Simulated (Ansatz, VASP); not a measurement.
# Two plane-wave programs on Sc

The input INCAR:

```
  PREC = Accurate
  ENCUT = 520
  EDIFF = 1E-8
  ISMEAR = -1
  SIGMA = 0.03
  LREAL = F
  LASPH = T
  NELM = 60
  ALGO = Normal
  ISIF = 2
  LWAVE = F
  LCHARG = F
  GGA = PE
  LEFG = T
  NBANDS = 18
```

The input KPOINTS:

```
regular mesh
0
Gamma
  10 10 10
```

Contents of POSCAR:

```
Sc
1.0
    0.0000000000      3.2297234870      3.2297234870
    3.2297234870      0.0000000000      3.2297234870
    3.2297234870      3.2297234870      0.0000000000
Sc
2
Direct
    0.0000000000      0.0000000000      0.0000000000
    0.2500000000      0.2500000000      0.2500000000
```

Input for Ansatz:

```yaml
crystal:
  lattice:
    - [0.0, 3.229723487, 3.229723487]
    - [3.229723487, 0.0, 3.229723487]
    - [3.229723487, 3.229723487, 0.0]
  atoms:
    - { symbol: Sc, position: [0.0, 0.0, 0.0] }
    - { symbol: Sc, position: [0.25, 0.25, 0.25] }
kpoints:
  mp_grid: { grid: [10, 10, 10] }
  band_path:
    path:
      - [0.0, 0.0, 0.0]
      - [0.5, 0.0, 0.5]
      - [0.625, 0.25, 0.625]
      - [0.375, 0.375, 0.75]
      - [0.0, 0.0, 0.0]
      - [0.5, 0.5, 0.5]
      - [0.5, 0.25, 0.75]
      - [0.5, 0.0, 0.5]
    npoints: 14
scf:
  occupations: { method: fermi_dirac, width: 0.03 }
hamiltonian:
  xc: pbe
  pseudopotentials: { kind: paw }
output:
  forces: true
  stress: true
  eigenvalues: true
  efg: { contact_densities: true }
  populations: true
  bader: true
  dos: { projected: true, de: 0.2, e_range: [-14, 8] }
  write_density: true
  write_potential: true
  elf: true
  volumetric_format: npy
```

Alike in both runs: task electric field gradients; functional PBE; k mesh 10 × 10 × 10; occupations fermi-dirac, width 0.03 eV; no spin polarisation.

|  | VASP | Ansatz |
| --- | --- | --- |
| version | VASP 6.6.1 | Ansatz 0.2.0 |
| potentials or method | VASP PAW PBE potentials, release 64 (Sc_sv) | PAW with Ansatz's default frozen-core files, scalar-relativistic |
| plane-wave cutoff (eV) | 520 | 420 |
| valence electrons in the cell | 22 | 22 |

```csv
,VASP,Ansatz,Ansatz less VASP
pressure (GPa),0.0,0.0,-0.01
```

The functional is the same, so the differences come from potentials, cutoffs and numerics.
